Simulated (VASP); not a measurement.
Here is a VASP 6.6.1 calculation.

POSCAR

```
Al16CN16
1.0
    6.2595139128      0.0000000578      0.0000000000
   -3.1297570064      5.4208980350      0.0000000000
    0.0000000000      0.0000000000     10.0348065929
Al N C
16 16 1
Direct
    0.3333333333      0.1666666667      0.2496176900
    0.1666666667      0.3333333333      0.4996176900
    0.3333333333      0.1666666667      0.7496176900
    0.1666666667      0.3333333333      0.9996176900
    0.3333333333      0.6666666667      0.2496176900
    0.1666666667      0.8333333333      0.4996176900
    0.3333333333      0.6666666667      0.7496176900
    0.1666666667      0.8333333333      0.9996176900
    0.8333333333      0.1666666667      0.2496176900
    0.6666666667      0.3333333333      0.4996176900
    0.8333333333      0.1666666667      0.7496176900
    0.6666666667      0.3333333333      0.9996176900
    0.8333333333      0.6666666667      0.2496176900
    0.6666666667      0.8333333333      0.4996176900
    0.8333333333      0.6666666667      0.7496176900
    0.6666666667      0.8333333333      0.9996176900
    0.3333333333      0.1666666667      0.4403823100
    0.1666666667      0.3333333333      0.1903823100
    0.3333333333      0.1666666667      0.9403823100
    0.1666666667      0.3333333333      0.6903823100
    0.3333333333      0.6666666667      0.4403823100
    0.1666666667      0.8333333333      0.1903823100
    0.3333333333      0.6666666667      0.9403823100
    0.1666666667      0.8333333333      0.6903823100
    0.8333333333      0.1666666667      0.4403823100
    0.6666666667      0.3333333333      0.1903823100
    0.8333333333      0.1666666667      0.9403823100
    0.6666666667      0.3333333333      0.6903823100
    0.8333333333      0.6666666667      0.4403823100
    0.6666666667      0.8333333333      0.1903823100
    0.8333333333      0.6666666667      0.9403823100
    0.6666666667      0.8333333333      0.6903823100
    0.0000000000      0.0000000000      0.3450000000
```

INCAR.step1

```
SYSTEM = Al16CN16
PREC = Accurate
ENCUT = 580
EDIFF = 1E-5
ISMEAR = -1
SIGMA = 0.01
LREAL = Auto
LASPH = .TRUE.
NELM = 200
ALGO = Normal
ISIF = 2
LWAVE = .TRUE.
LCHARG = .FALSE.
ISPIN = 2
MAGMOM = -0.01 0 0 0 0 0 0 0 0 0.02 0 0 0.01 0 0 0 0.01 0.05 0 0 0 0.02 0 0 0.08 0 0 0 0.16 -0.02 0 0 0.53
LORBIT = 11
NUPDOWN = 1.0
GGA = PE
NELECT = 133.0
NBANDS = 92
GGA_COMPAT = .FALSE.
ISYM = -1
```

INCAR.step2

```
SYSTEM = Al16CN16
PREC = Accurate
ENCUT = 580
EDIFF = 1E-6
ISMEAR = -1
SIGMA = 0.01
LREAL = Auto
LASPH = .TRUE.
NELM = 200
ALGO = Normal
ISIF = 2
LWAVE = .FALSE.
LCHARG = .FALSE.
ISPIN = 2
MAGMOM = -0.01 0 0 0 0 0 0 0 0 0.02 0 0 0.01 0 0 0 0.01 0.05 0 0 0 0.02 0 0 0.08 0 0 0 0.16 -0.02 0 0 0.53
LORBIT = 11
NUPDOWN = 1.0
METAGGA = R2SCAN
LHFCALC = .TRUE.
AEXX = 0.1
LMIXTAU = .TRUE.
PRECFOCK = Fast
ISTART = 1
NELECT = 133.0
NBANDS = 92
GGA_COMPAT = .FALSE.
ISYM = -1
```

The input KPOINTS:

```
explicit points
1
Reciprocal
  0.25000000   0.25000000   0.25000000 1
```

Potentials or basis: VASP PAW PBE potentials, release 64 (Al, N, C).

Run with:

```sh
$ cat potpaw_PBE.64/Al/POTCAR potpaw_PBE.64/N/POTCAR potpaw_PBE.64/C/POTCAR > POTCAR
$ cp INCAR.step1 INCAR
$ mpirun -np 1 vasp_std > vasp.out
$ cp INCAR.step2 INCAR
$ mpirun -np 1 vasp_std > vasp.out
```

Estimate the largest force.

4.632 eV/Å.

Forces on the atoms (eV/Å):
```
Al  -1.748 -0.745  0.458
Al  -0.041 -0.619 -0.705
Al   0.041  0.158  0.006
Al   0.094  0.214  1.029
Al  -0.076  0.005 -0.788
Al  -0.145  0.044 -0.432
Al  -0.121  0.079  0.254
Al   0.365 -0.227  0.957
Al   1.137 -0.660  0.341
Al   0.206 -0.047  0.138
Al  -0.286  0.171 -0.003
Al   0.139 -0.066  0.491
Al  -0.235  1.689  0.423
Al   0.693  0.377 -0.876
Al  -0.119 -0.109  0.009
Al  -0.113 -0.192  0.976
N    3.070  1.617  2.484
N    0.041  2.287 -2.439
N   -0.195  0.098 -0.457
N    0.203 -0.139  0.081
N   -0.148  0.097  0.253
N    2.153 -1.289 -2.205
N   -0.177  0.125 -1.125
N    0.141 -0.066  0.078
N   -3.283  1.978  2.127
N    0.199 -0.113 -0.483
N   -0.180  0.087 -0.486
N    0.140 -0.099  0.749
N    0.168 -3.836  2.591
N   -1.813 -1.149 -2.373
N   -0.182  0.114 -0.475
N    0.213 -0.118  0.056
C   -0.139  0.337 -0.654
```

Caveat: the cell carries a net charge on a neutralising background, which shifts energy and pressure; the PAW data sets were made with another functional, which shifts forces and pressure a little; the total moment is fixed, so each spin has its own Fermi level and the state may be an excited one.
